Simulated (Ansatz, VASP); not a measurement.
One calculation of In, two programs

File INCAR:

```
SYSTEM = In
PREC     = Accurate       ! precision mode
ENCUT    = 520            ! plane-wave cutoff, eV
EDIFF    = 1E-6           ! SCF threshold, eV
ISMEAR   = 0              ! smearing method
SIGMA    = 0.15           ! smearing width, eV
LREAL    = .False.        ! projectors in reciprocal space
LASPH    = .True.         ! aspherical terms in the spheres
NELM     = 60             ! most SCF steps
ALGO     = Fast           ! electronic algorithm
ISIF     = 2              ! what is computed and relaxed
LWAVE    = .False.        ! write WAVECAR
LCHARG   = .False.        ! write CHGCAR
GGA      = PS             ! functional
NBANDS   = 12             ! bands
```

File KPOINTS:

```
regular mesh
0
Gamma
  22 22 22
  0 0 0
```

The input POSCAR:

```
In
1.0
   -1.7166732042      1.7166732042      2.2199176722
    1.7166732042     -1.7166732042      2.2199176722
    1.7166732042      1.7166732042     -2.2199176722
In
1
Direct
    0.0000000000      0.0000000000      0.0000000000
```

Input for Ansatz:

```yaml
crystal:
  lattice:
    - [-1.7166732042, 1.7166732042, 2.2199176722]
    - [1.7166732042, -1.7166732042, 2.2199176722]
    - [1.7166732042, 1.7166732042, -2.2199176722]
  atoms:
    - { symbol: In, position: [0.0, 0.0, 0.0] }
basis:
  ecutwfc: 420
kpoints:
  mp_grid: { grid: [22, 22, 22] }
hamiltonian:
  xc: pbesol
scf:
  occupations: { method: gaussian, width: 0.15 }
output:
  forces: true
  stress: true
  eigenvalues: true
```

Alike in both runs: task single point; functional PBEsol; k mesh 22 × 22 × 22; occupations gaussian, width 0.15 eV; no spin polarisation.

```csv
,VASP,Ansatz
version,VASP 6.6.1,Ansatz 0.2.0
potentials or method,"VASP PAW PBE potentials, release 64 (In_d), cutoff 520 eV","scalar-relativistic, plane waves, PAW"
valence electrons in the cell,13,13
```

|  | VASP | Ansatz | Ansatz less VASP |
| --- | --- | --- | --- |
| gap on the k mesh at the Fermi level (eV) | none | none | - |
| pressure (GPa) | -1.0 | -1.0 | +0.01 |
| traceless stress, the component that is largest in VASP (GPa) | 0.23 | 0.23 | -0.002 |

VASP's potentials were made for PBE, not for PBEsol. A gap of «none» marks a metal or a gap that the smearing closes.
